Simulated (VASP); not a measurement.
# CdS in VASP: further runs

Runs on CdS. Level: LDA. Tasks: single point.

Everything below comes from runs of VASP 6.6.1. Logs are shortened: lines on timing, memory, paths and dates and some standing lists are left out, and cuts for length are marked.

## Step 1: The cell of the first run

The structure is cubic, space group Fm-3m (No. 225). The conventional cell has a = 5.341 Å, b = 5.341 Å, c = 5.341 Å, α = 90.00°, β = 90.00°, γ = 90.00°. Cd (site symmetry m-3m) has 6 S at 2.67 Å within 3.5 Å. S (site symmetry m-3m) has 6 Cd at 2.67 Å within 3.5 Å.

## Step 2: Single point, LDA (strain -0.030 along x and y, -0.030 along z)

INCAR

```
SYSTEM = CdS
ALGO = Normal
EDIFF = 1E-6
ENCUT = 520
GGA = CA
ISIF = 2
ISMEAR = 0
LASPH = .TRUE.
LCHARG = .FALSE.
LREAL = .FALSE.
LWAVE = .FALSE.
NBANDS = 16
NELM = 100
PREC = Accurate
SIGMA = 0.15
```

KPOINTS

```
k-points
0
G
  16 16 16
  0 0 0
```

POSCAR

```
CdS
1.0
    0.0000000000      2.6706466800      2.6706466800
    2.6706466800      0.0000000000      2.6706466800
    2.6706466800      2.6706466800      0.0000000000
Cd S
1 1
Direct
    0.0000000000      0.0000000000      0.0000000000
    0.5000000000      0.5000000000      0.5000000000
```

Potentials or basis: VASP PAW LDA potentials, release 64 (Cd, S).

Command:

```bash
$ cat potpaw_LDA.64/Cd/POTCAR potpaw_LDA.64/S/POTCAR > POTCAR
$ mpirun -np 1 vasp_std > vasp.out
```

OUTCAR:

```text
SYSTEM = CdS
   EDIFF = 1E-6
   ENCUT = 520
   GGA = CA
   ISIF = 2
   ISMEAR = 0
   LASPH = .TRUE.
   LREAL = .FALSE.
   NELM = 100
   PREC = Accurate

 ion  position               nearest neighbor table
   1  0.000  0.000  0.000-   2 2.67   2 2.67   2 2.67   2 2.67   2 2.67   2 2.67
   2  0.500  0.500  0.500-   1 2.67   1 2.67   1 2.67   1 2.67   1 2.67   1 2.67

  LATTYP: Found a face centered cubic cell.
 ALAT       =     5.3412933600

  Lattice vectors:

 A1 = (   0.0000000000,   2.6706466800,   2.6706466800)
 A2 = (   2.6706466800,   0.0000000000,   2.6706466800)
 A3 = (   2.6706466800,   2.6706466800,   0.0000000000)

Analysis of symmetry for initial positions (statically):
=====================================================================
 Subroutine PRICEL returns:
 Original cell was already a primitive cell.

 Routine SETGRP: Setting up the symmetry group for a
 face centered cubic supercell.

 Subroutine GETGRP returns: Found 48 space group operations
 (whereof 48 operations were pure point group operations)
 out of a pool of 48 trial point group operations.

The static configuration has the point symmetry O_h .

Analysis of symmetry for dynamics (positions and initial velocities):
=====================================================================
 Subroutine PRICEL returns:
 Original cell was already a primitive cell.

 Routine SETGRP: Setting up the symmetry group for a
 face centered cubic supercell.

 Subroutine GETGRP returns: Found 48 space group operations
 (whereof 48 operations were pure point group operations)
 out of a pool of 48 trial point group operations.

The dynamic configuration has the point symmetry O_h .

 Subroutine INISYM returns: Found 48 space group operations
 (whereof 48 operations are pure point group operations),
 and found     1 'primitive' translations

----------------------------------------------------------------------------------------

                                     Primitive cell

  volume of cell :      38.0960

  direct lattice vectors                    reciprocal lattice vectors
     0.000000000  2.670646680  2.670646680    -0.187220572  0.187220572  0.187220572
     2.670646680  0.000000000  2.670646680     0.187220572 -0.187220572  0.187220572
     2.670646680  2.670646680  0.000000000     0.187220572  0.187220572 -0.187220572

  length of vectors
     3.776864755  3.776864755  3.776864755     0.324275544  0.324275544  0.324275544

  position of ions in fractional coordinates (direct lattice)
     0.000000000  0.000000000  0.000000000
     0.500000000  0.500000000  0.500000000

  ion indices of the primitive-cell ions
   primitive index   ion index
                 1           1
                 2           2

----------------------------------------------------------------------------------------

 KPOINTS: k-points

Automatic generation of k-mesh.
 Grid dimensions read from file:
 generate k-points for:   16   16   16

 Generating k-lattice:

  Cartesian coordinates                     Fractional coordinates (reciprocal lattice)
    -0.011701286  0.011701286  0.011701286     0.062500000  0.000000000  0.000000000
     0.011701286 -0.011701286  0.011701286     0.000000000  0.062500000  0.000000000
     0.011701286  0.011701286 -0.011701286     0.000000000  0.000000000  0.062500000

  Length of vectors
     0.020267221  0.020267221  0.020267221

  Shift w.r.t. Gamma in fractional coordinates (k-lattice)
     0.000000000  0.000000000  0.000000000

 Subroutine IBZKPT returns following result:
 ===========================================

 Found    145 irreducible k-points:

 Following reciprocal coordinates:
            Coordinates               Weight
  0.000000  0.000000  0.000000      1.000000
  0.062500  0.000000  0.000000      8.000000
  0.125000  0.000000  0.000000      8.000000
  0.187500  0.000000  0.000000      8.000000
  0.250000  0.000000  0.000000      8.000000
  0.312500  0.000000  0.000000      8.000000
[... 16 lines left out ...]
 -0.125000  0.062500  0.000000     24.000000
 -0.062500  0.062500  0.000000     12.000000
 [... further k-points ...]
   k-points           NKPTS =    145   k-points in BZ     NKDIM =    145   number of bands    NBANDS=     16
   number of dos      NEDOS =    301   number of ions     NIONS =      2
   total plane-waves  NPLWV =  21952
   dimension x,y,z NGX =    28 NGY =   28 NGZ =   28
   dimension x,y,z NGXF=    56 NGYF=   56 NGZF=   56
   ions per type =               1   1
   NGX,Y,Z   is equivalent  to a cutoff of  12.32, 12.32, 12.32 a.u.
   NGXF,Y,Z  is equivalent  to a cutoff of  24.65, 24.65, 24.65 a.u.
 SYSTEM =  CdS
   PREC   = accura    normal or accurate (medium, high low for compatibility)
   ISTART =      0    job   : 0-new  1-cont  2-samecut
   ICHARG =      2    charge: 1-file 2-atom 10-const
   ISPIN  =      1    spin polarized calculation?
   LNONCOLLINEAR =      F non collinear calculations
   LSORBIT =      F    spin-orbit coupling
   LASPH  =      T    aspherical Exc in radial PAW
   ENCUT  =  520.0 eV  38.22 Ry    6.18 a.u.   7.02  7.02  7.02*2*pi/ulx,y,z
   NELM   =    100;   NELMIN=  2; NELMDL= -5     # of ELM steps
   EDIFF  = 0.1E-05   stopping-criterion for ELM
   LREAL  =      F    real-space projection
   EDIFFG = 0.1E-04   stopping-criterion for IOM
   NSW    =      0    number of steps for IOM
   IBRION =     -1    ionic relax: 0-MD 1-quasi-New 2-CG
   NFREE  =      0    steps in history (QN), initial steepest desc. (CG)
   ISIF   =      2    stress and relaxation
   ISYM   =      2    0-nonsym 1-usesym 2-fastsym
   POTIM  = 0.5000    time-step for ionic-motion
   TEBEG  =    0.0;   TEEND  =   0.0 temperature during run
   PSTRESS=    0.0 pullay stress
   NELECT =      18.0000    total number of electrons
   NUPDOWN=      -1.0000    fix difference up-down
   EMIN   =  10.00;   EMAX   =-10.00  energy-range for DOS
   EFERMI =   0.00;   METHOD = LEGACY
   ISMEAR =     0;   SIGMA  =   0.15  broadening in eV -4-tet -1-fermi 0-gaus
   EFERMI_NEDOS =   21; number of points for ismear=-14 and -15
   IALGO  =     38    algorithm
   IMIX   =      4    mixing-type and parameters
     AMIX     =   0.40;   BMIX     =  1.00
     AMIX_MAG =   1.60;   BMIX_MAG =  1.00
  volume/ion in A,a.u.               =      19.05       128.54
  Fermi-wavevector in a.u.,A,eV,Ry     =   1.275085  2.409562 22.120930  1.625842
  Thomas-Fermi vector in A             =   2.407817
   LORBIT       =      0    0 simple, 1 ext, 2 COOP (PROOUT), +10 PAW based schemes
   GGA     = CA    functional components
   LHFCALC =     F    Hartree Fock is set to
   AEXX    =    0.0000 exact exchange contribution
   IVDW    =     0    specifies the selected vdW correction
   LEPSILON=     F    determine dielectric tensor
   LRPA    =     F    only Hartree local field effects (RPA)
 non-spin polarized calculation
 Gauss-broadening in eV      SIGMA  =   0.15
  energy-cutoff  :      520.00
  volume of cell :       38.10
 maximum number of plane-waves:      1037
   NGX = 13   NGY = 13   NGZ = 13

 number of electron      18.0000005 magnetization

 Free energy of the ion-electron system (eV)
  ---------------------------------------------------
  ext. energy  EPLUGINS =         0.00000000
  ---------------------------------------------------
  free energy    TOTEN  =        -7.26631357 eV

  energy without entropy =       -7.26491700  energy(sigma->0) =       -7.26561529

 E-fermi :   3.6726     XC(G=0): -11.1052

 val. band max:        3.5203129471   @ k =   0.5000   0.0000   0.0000
 cond. band min:       3.7066456746   @ k =   0.4375   0.4375   0.0000
 fundamental gap:      0.1863327275
 Fermi energy:         3.6725770421

 k-point     1 :       0.0000    0.0000    0.0000
  band No.  band energies     occupation
      1      -9.8212      2.00000
      2      -4.3349      2.00000
      3      -4.3349      2.00000
      4      -4.3297      2.00000
      5      -4.3297      2.00000
      6      -4.3297      2.00000
[... 8 lines left out ...]
     15      15.1372      0.00000
     16      15.1372      0.00000

 k-point     2 :       0.0625    0.0000    0.0000
  band No.  band energies     occupation
      1      -9.7816      2.00000
      2      -4.3500      2.00000
      3      -4.3500      2.00000
      4      -4.3349      2.00000
      5      -4.3207      2.00000
      6      -4.3207      2.00000
[... 8 lines left out ...]
     15      14.4044      0.00000
     16      14.8074      0.00000

 k-point     3 :       0.1250    0.0000    0.0000
  band No.  band energies     occupation
      1      -9.6654      2.00000
      2      -4.3942      2.00000
      3      -4.3942      2.00000
      4      -4.3514      2.00000
      5      -4.2933      2.00000
      6      -4.2933      2.00000
[... 8 lines left out ...]
     15      13.8541      0.00000
     16      14.6833      0.00000

 k-point     4 :       0.1875    0.0000    0.0000
  band No.  band energies     occupation
      1      -9.4806      2.00000
      2      -4.4590      2.00000
      3      -4.4590      2.00000
      4      -4.3825      2.00000
      5      -4.2517      2.00000
      6      -4.2517      2.00000
[... 8 lines left out ...]
     15      13.9519      0.00000
     16      14.5099      0.00000
[... 324 lines left out ...]
 k-point    22 :      -0.1875    0.0625    0.0000
  band No.  band energies     occupation
      1      -9.3788      2.00000
      2      -4.5136      2.00000
      3      -4.4715      2.00000
      4      -4.3903      2.00000
      5      -4.2509      2.00000
      6      -4.2086      2.00000
[... 8 lines left out ...]
     15      14.8308      0.00000
     16      14.9504      0.00000

 k-point    23 :      -0.1250    0.0625    0.0000
  band No.  band energies     occupation
      1      -9.5793      2.00000
      2      -4.4435      2.00000
      3      -4.4068      2.00000
      4      -4.3604      2.00000
      5      -4.2904      2.00000
      6      -4.2570      2.00000
[... 8 lines left out ...]
     15      14.5357      0.00000
     16      15.1454      0.00000

 k-point    24 :      -0.0625    0.0625    0.0000
  band No.  band energies     occupation
      1      -9.7170      2.00000
      2      -4.3859      2.00000
      3      -4.3633      2.00000
      4      -4.3430      2.00000
      5      -4.3145      2.00000
      6      -4.2966      2.00000
[... 8 lines left out ...]
     15      14.4992      0.00000
     16      15.1211      0.00000

 [... further k-points ...]

------------------------ aborting loop because EDIFF is reached ----------------------------------------

  FORCE on cell =-STRESS in cart. coord.  units (eV):
  Direction    XX          YY          ZZ          XY          YZ          ZX
  --------------------------------------------------------------------------------------
  -------------------------------------------------------------------------------------
  Total        0.1531277      0.1531277      0.1531277     -0.0000000      0.0000000      0.0000000
  in kB        6.4399861      6.4399861      6.4399861     -0.0000000      0.0000000      0.0000000
  external PRESSURE =       6.4399861 kB  Pullay stress =       0.0000000 kB

 VOLUME and BASIS-vectors are now :
 -----------------------------------------------------------------------------
  energy-cutoff  :      520.00
  volume of cell :       38.10
      direct lattice vectors                 reciprocal lattice vectors
     0.000000000  2.670646680  2.670646680    -0.187220572  0.187220572  0.187220572
     2.670646680  0.000000000  2.670646680     0.187220572 -0.187220572  0.187220572
     2.670646680  2.670646680  0.000000000     0.187220572  0.187220572 -0.187220572

 POSITION                                       TOTAL-FORCE (eV/Angst)
 -----------------------------------------------------------------------------------
      0.00000      0.00000      0.00000         0.000000      0.000000      0.000000
      2.67065      2.67065      2.67065        -0.000000      0.000000     -0.000000
 -----------------------------------------------------------------------------------
    total drift:                                0.000000      0.000000      0.000000

  FREE ENERGIE OF THE ION-ELECTRON SYSTEM (eV)
  ---------------------------------------------------
  free  energy   TOTEN  =        -7.2663135703 eV

  energy  without entropy=       -7.2649170005  energy(sigma->0) =       -7.26561529
```

Wall time 72 s (1 thread of AMD EPYC 7R13 (Zen 3), shared host); peak memory 0.17 GiB.

Results:

```
Free energy            : -7.2663 eV
Pressure               : 0.6 GPa
Band gap on the k mesh : zero (bands 9 and 10 overlap by 0.02 eV)
```

Caveat: the cell differs from its parent crystal (strain -0.030 along x and y, -0.030 along z); semilocal functionals underestimate gaps, and a narrow one can read as zero.

## Step 3: Single point, LDA (strain +0.030 along x and y, +0.030 along z)

INCAR

```
SYSTEM = CdS
PREC = Accurate
ENCUT = 520
EDIFF = 1E-7
ISMEAR = 0
SIGMA = 0.15
LREAL = .FALSE.
LASPH = .TRUE.
NELM = 60
ALGO = Normal
ISIF = 2
LWAVE = .FALSE.
LCHARG = .FALSE.
GGA = CA
NBANDS = 16
```

KPOINTS

```
regular mesh
0
G
  16 16 16
  0 0 0
```

POSCAR

```
CdS
1.0
    0.0000000000      2.8358413200      2.8358413200
    2.8358413200      0.0000000000      2.8358413200
    2.8358413200      2.8358413200      0.0000000000
Cd S
1 1
Direct
    0.0000000000      0.0000000000      0.0000000000
    0.5000000000      0.5000000000      0.5000000000
```

Potentials or basis: VASP PAW LDA potentials, release 64 (Cd, S).

Command:

```bash
$ cat potpaw_LDA.64/Cd/POTCAR potpaw_LDA.64/S/POTCAR > POTCAR
$ mpirun -np 1 vasp_std > vasp.out
```

Run time: 86 s. Hardware: 1 thread of AMD EPYC 7R13 (Zen 3), shared host; peak memory 0.19 GiB.

It converged, with:

| Quantity | Value |
| --- | --- |
| Free energy | -6.9853 eV |
| Pressure | -10.6 GPa |
| Band gap on the k mesh | zero (bands 9 and 10 overlap by 0.02 eV) |

Levels at points of the mesh, in eV from the Fermi level:
```tsv
k point	band 7	band 8	band 9	band 10	band 11	band 12
(0.00, 0.00, 0.00)	-0.72	-0.72	-0.72	0.07	8.94	8.94
(0.50, 0.00, 0.00)	-4.62	-0.17	-0.17	3.20	5.58	5.59
(0.50, 0.50, 0.00)	-3.81	-1.94	-1.94	-0.18	5.89	8.77
```

Caveat: the cell differs from its parent crystal (strain +0.030 along x and y, +0.030 along z); the cell stands under tension; semilocal functionals underestimate gaps, and a narrow one can read as zero.

## Step 4: Single point, LDA (strain -0.030 along x and y, -0.015 along z)

INCAR

```
SYSTEM = CdS
ALGO     = Normal         ! electronic algorithm
EDIFF    = 1E-7           ! SCF threshold, eV
ENCUT    = 520            ! plane-wave cutoff, eV
GGA      = CA             ! functional
ISIF     = 2              ! what is computed and relaxed
ISMEAR   = 0              ! smearing method
LASPH    = .TRUE.         ! aspherical terms in the spheres
LCHARG   = .FALSE.        ! write CHGCAR
LREAL    = .FALSE.        ! projectors in reciprocal space
LWAVE    = .FALSE.        ! write WAVECAR
NBANDS   = 16             ! bands
NELM     = 100            ! most SCF steps
PREC     = Accurate       ! precision mode
SIGMA    = 0.15           ! smearing width, eV
```

KPOINTS

```
k-points
0
G
  16 16 16
  0 0 0
```

POSCAR

```
CdS
1.0
    0.0000000000      2.6706466800      2.7119453400
    2.6706466800      0.0000000000      2.7119453400
    2.6706466800      2.6706466800      0.0000000000
Cd S
1 1
Direct
    0.0000000000      0.0000000000      0.0000000000
    0.5000000000      0.5000000000      0.5000000000
```

Command:

```bash
$ cat potpaw_LDA.64/Cd/POTCAR potpaw_LDA.64/S/POTCAR > POTCAR
$ mpirun -np 1 vasp_std > vasp.out
```

Run time: 2.8 min. Hardware: 1 thread of AMD EPYC 7R13 (Zen 3), shared host; peak memory 0.28 GiB.

The run converged. Its results:

| Quantity | Value |
| --- | --- |
| Free energy | -7.2645 eV |
| Pressure | -0.7 GPa |
| Band gap on the k mesh | zero (bands 9 and 10 overlap by 0.08 eV) |

Stress tensor (GPa, compression positive):
```
-0.24  0.00  0.00
 0.00 -0.24  0.00
 0.00  0.00 -1.65
```

Levels at points of the mesh, in eV from the Fermi level:
```
           k point  band 6  band 7  band 8  band 9  band 10  band 11  band 12  band 13
(0.00, 0.00, 0.00)   -7.95   -1.08   -1.08   -0.99     0.79     8.96     9.04     9.04
(0.50, 0.00, 0.00)   -7.71   -5.38   -0.20   -0.12     3.09     5.44     5.59     6.94
(0.50, 0.50, 0.00)   -6.85   -4.88   -2.55   -2.55    -0.11     5.74     9.77    11.34
(0.50, 0.00, 0.50)   -6.80   -4.89   -2.68   -2.53    -0.20     5.65     9.90    11.05
```

Caveat: the cell differs from its parent crystal (strain -0.030 along x and y, -0.015 along z); semilocal functionals underestimate gaps, and a narrow one can read as zero.

(Part 1 of 2 ends here.)

The gap in the log of VASP goes by the Fermi energy; the results here count the filled bands.